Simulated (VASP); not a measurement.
# SnO (P4/nmm) in VASP: single point with LDA

Aim: the single point of SnO with LDA.

All numbers are computed with VASP 6.6.1; they aren't measurements. Logs are shortened: lines on timing, memory, paths and dates and some standing lists are left out, and cuts for length are marked.

### 1 The cell of the first run

It takes space group P4/nmm (No. 129, tetragonal). The conventional cell has a = 3.765 Å, b = 3.765 Å, c = 4.652 Å, α = 90.00°, β = 90.00°, γ = 90.00°. Sn (site symmetry 4mm) has 4 O at 2.20 Å within 2.9 Å. Within 2.9 Å of O (site symmetry -4m2) lie 4 Sn at 2.20 Å and 4 O at 2.66 Å.

### 2 Single point, LDA

INCAR reads:

```
SYSTEM = SnO
PREC = Accurate
ENCUT = 910
EDIFF = 1E-6
ISMEAR = -1
SIGMA = 0.1
LREAL = .FALSE.
LASPH = .TRUE.
NELM = 120
ALGO = Normal
ISIF = 2
LWAVE = .FALSE.
LCHARG = .FALSE.
GGA = CA
NBANDS = 28
GGA_COMPAT = .FALSE.
```

KPOINTS reads:

```
regular mesh
0
G
  10 10 8
  0 0 0
```

POSCAR reads:

```
SnO
1.0
    3.7651715458      0.0000000000      0.0000000000
    0.0000000000      3.7651715458      0.0000000000
    0.0000000000      0.0000000000      4.6522205720
Sn O
2 2
Direct
    0.5000000000      0.0000000000      0.2462649269
    0.0000000000      0.5000000000      0.7537350731
    0.0000000000      0.0000000000      0.0000000000
    0.5000000000      0.5000000000      0.0000000000
```

Potentials or basis: VASP PAW LDA potentials, release 64 (Sn_d, O_h).

Command:

```sh
> cat potpaw_LDA.64/Sn_d/POTCAR potpaw_LDA.64/O_h/POTCAR > POTCAR
> mpirun -np 1 vasp_std > vasp.out
```

OUTCAR:

```text
SYSTEM = SnO
   PREC = Accurate
   ENCUT = 910
   EDIFF = 1E-6
   ISMEAR = -1
   LREAL = .FALSE.
   LASPH = .TRUE.
   NELM = 120
   ISIF = 2
   GGA = CA

 ion  position               nearest neighbor table
   1  0.500  0.000  0.246-   3 2.20   4 2.20   4 2.20   3 2.20   2 3.51   2 3.51   2 3.51   2 3.51
                             2 3.56   2 3.56   2 3.56   2 3.56
   2  0.000  0.500  0.754-   3 2.20   4 2.20   3 2.20   4 2.20   1 3.51   1 3.51   1 3.51   1 3.51
                             1 3.56   1 3.56   1 3.56   1 3.56
   3  0.000  0.000  0.000-   1 2.20   2 2.20   2 2.20   1 2.20
   4  0.500  0.500  0.000-   1 2.20   2 2.20   1 2.20   2 2.20

  LATTYP: Found a simple tetragonal cell.
 ALAT       =     3.7651715458
 C/A-ratio  =     1.2355932566

  Lattice vectors:

 A1 = (   3.7651715458,   0.0000000000,   0.0000000000)
 A2 = (   0.0000000000,   3.7651715458,   0.0000000000)
 A3 = (   0.0000000000,   0.0000000000,   4.6522205720)

Analysis of symmetry for initial positions (statically):
=====================================================================
 Subroutine PRICEL returns:
 Original cell was already a primitive cell.

 Routine SETGRP: Setting up the symmetry group for a
 simple tetragonal supercell.

 Subroutine GETGRP returns: Found 16 space group operations
 (whereof  8 operations were pure point group operations)
 out of a pool of 16 trial point group operations.

The static configuration has the point symmetry D_2d.
 The point group associated with its full space group is D_4h.

Analysis of symmetry for dynamics (positions and initial velocities):
=====================================================================
 Subroutine PRICEL returns:
 Original cell was already a primitive cell.

 Routine SETGRP: Setting up the symmetry group for a
 simple tetragonal supercell.

 Subroutine GETGRP returns: Found 16 space group operations
 (whereof  8 operations were pure point group operations)
 out of a pool of 16 trial point group operations.

The dynamic configuration has the point symmetry D_2d.
 The point group associated with its full space group is D_4h.

 Subroutine INISYM returns: Found 16 space group operations
 (whereof  8 operations are pure point group operations),
 and found     1 'primitive' translations

----------------------------------------------------------------------------------------

                                     Primitive cell

  volume of cell :      65.9523

  direct lattice vectors                    reciprocal lattice vectors
[... 91 lines left out ...]
   EDIFF  = 0.1E-05   stopping-criterion for ELM
   LREAL  =      F    real-space projection
   EDIFFG = 0.1E-04   stopping-criterion for IOM
   NSW    =      0    number of steps for IOM
   IBRION =     -1    ionic relax: 0-MD 1-quasi-New 2-CG
   NFREE  =      0    steps in history (QN), initial steepest desc. (CG)
   ISIF   =      2    stress and relaxation
   ISYM   =      2    0-nonsym 1-usesym 2-fastsym
   POTIM  = 0.5000    time-step for ionic-motion
   TEBEG  =    0.0;   TEEND  =   0.0 temperature during run
   PSTRESS=    0.0 pullay stress
   NELECT =      40.0000    total number of electrons
   NUPDOWN=      -1.0000    fix difference up-down
   EMIN   =  10.00;   EMAX   =-10.00  energy-range for DOS
   EFERMI =   0.00;   METHOD = LEGACY
   ISMEAR =    -1;   SIGMA  =   0.10  broadening in eV -4-tet -1-fermi 0-gaus
   EFERMI_NEDOS =   21; number of points for ismear=-14 and -15
   IALGO  =     38    algorithm
   IMIX   =      4    mixing-type and parameters
     AMIX     =   0.40;   BMIX     =  1.00
     AMIX_MAG =   1.60;   BMIX_MAG =  1.00
  volume/ion in A,a.u.               =      16.49       111.27
  Fermi-wavevector in a.u.,A,eV,Ry     =   1.385750  2.618688 26.127309  1.920303
  Thomas-Fermi vector in A             =   2.510131
   LORBIT       =      0    0 simple, 1 ext, 2 COOP (PROOUT), +10 PAW based schemes
   GGA     = CA    functional components
   LHFCALC =     F    Hartree Fock is set to
   AEXX    =    0.0000 exact exchange contribution
   IVDW    =     0    specifies the selected vdW correction
   LEPSILON=     F    determine dielectric tensor
   LRPA    =     F    only Hartree local field effects (RPA)
 non-spin polarized calculation
  energy-cutoff  :      910.00
  volume of cell :       65.95
 maximum number of plane-waves:      4155
 NGX is ok and might be reduce to    40
   NGX = 19   NGY = 19   NGZ = 23

 number of electron      40.0000003 magnetization

 Free energy of the ion-electron system (eV)
  ---------------------------------------------------
  ext. energy  EPLUGINS =         0.00000000
  ---------------------------------------------------
  free energy    TOTEN  =       -25.75137254 eV

  energy without entropy =      -25.74382098  energy(sigma->0) =      -25.74759676

 E-fermi :   7.9606     XC(G=0): -11.0040

 val. band max:        7.9190653469   @ k =   0.5000   0.5000   0.1250
 cond. band min:       8.0961422895   @ k =   0.4000   0.4000   0.0000
 fundamental gap:      0.1770769426
 Fermi energy:         7.9605935659

 k-point     1 :       0.0000    0.0000    0.0000
  band No.  band energies     occupation
      1     -14.1665      2.00000
      2     -13.6966      2.00000
      3     -13.6966      2.00000
      4     -13.6775      2.00000
      5     -13.6335      2.00000
      6     -13.6271      2.00000
[... 733 lines left out ...]
     27      15.0191      0.00000
     28      17.3332      0.00000

 [... further k-points ...]

------------------------ aborting loop because EDIFF is reached ----------------------------------------

  FORCE on cell =-STRESS in cart. coord.  units (eV):
  Direction    XX          YY          ZZ          XY          YZ          ZX
  --------------------------------------------------------------------------------------
  -------------------------------------------------------------------------------------
  Total        0.0718774      0.0718774      0.0792348      0.0000000      0.0000000      0.0000000
  in kB        1.7461168      1.7461168      1.9248500      0.0000000      0.0000000      0.0000000
  external PRESSURE =       1.8056945 kB  Pullay stress =       0.0000000 kB

 VOLUME and BASIS-vectors are now :
 -----------------------------------------------------------------------------
  energy-cutoff  :      910.00
  volume of cell :       65.95
      direct lattice vectors                 reciprocal lattice vectors
     3.765171546  0.000000000  0.000000000     0.265592148  0.000000000  0.000000000
     0.000000000  3.765171546  0.000000000     0.000000000  0.265592148  0.000000000
     0.000000000  0.000000000  4.652220572     0.000000000  0.000000000  0.214951115

 POSITION                                       TOTAL-FORCE (eV/Angst)
 -----------------------------------------------------------------------------------
      1.88259      0.00000      1.14568         0.000000      0.000000      0.108031
      0.00000      1.88259      3.50654        -0.000000      0.000000     -0.108031
      0.00000      0.00000      0.00000        -0.000000     -0.000000      0.000000
      1.88259      1.88259      0.00000         0.000000      0.000000      0.000000
 -----------------------------------------------------------------------------------
    total drift:                               -0.000000      0.000000     -0.000000

  FREE ENERGIE OF THE ION-ELECTRON SYSTEM (eV)
  ---------------------------------------------------
  free  energy   TOTEN  =       -25.7513725446 eV

  energy  without entropy=      -25.7438209825  energy(sigma->0) =      -25.74759676
```

It took 3.3 min on 1 thread of Intel Xeon 6975P-C (Granite Rapids), shared host; peak memory 0.48 GiB.

What came out:

```yaml
Free_energy: -25.7514 eV
Pressure: 0.2 GPa
Largest_force: 0.108 eV/Å
Band_gap_on_the_k_mesh: zero (bands 20 and 21 overlap by 0.23 eV)
```

Forces on the atoms (eV/Å):
```
Sn   0.000  0.000  0.108
Sn   0.000  0.000 -0.108
O    0.000  0.000  0.000
O    0.000  0.000  0.000
```

Caveat: the cutoff is under 1.25 times the usual one of these potentials, so pressure, stress and relaxed cells hold a basis-set (Pulay) error; semilocal functionals underestimate gaps, so a narrow gap can read as zero; spin-orbit coupling is left out, which moves the levels of the heavy elements.
